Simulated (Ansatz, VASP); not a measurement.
# MgO in VASP and in Ansatz

```
Mg O
1.0
     0.00000    2.12319    2.12319
     2.12319    0.00000    2.12319
     2.12319    2.12319    0.00000
Mg O
1 1
Direct
  0.00000 0.00000 0.00000
  0.50000 0.50000 0.50000
```

Change from the starting cell: hydrostatic strain +1.0%.

Alike in both runs: task single point; functional HSE06; k mesh 8 × 8 × 8; no spin polarisation.

```csv
,VASP,Ansatz
version,VASP 6.6.1,Ansatz 0.2.0
potentials or method,"VASP PAW PBE potentials, release 64 (Mg, O)","plane waves, PAW"
plane-wave cutoff (eV),520,420
occupations,"gaussian, width 0.01 eV",fixed
valence electrons in the cell,8,16
```

|  | VASP | Ansatz | Ansatz less VASP |
| --- | --- | --- | --- |
| gap on the k mesh at the Fermi level (eV) | 6.18 | 6.23 | +0.045 |
| pressure (GPa) | -5.3 | -5.0 | +0.36 |

VASP's potentials hold 8 valence electrons a cell and Ansatz's 16, so a difference there can come from the potentials and not from the codes. Ansatz's warnings: stress exchange threshold loose, stress scf threshold loose.
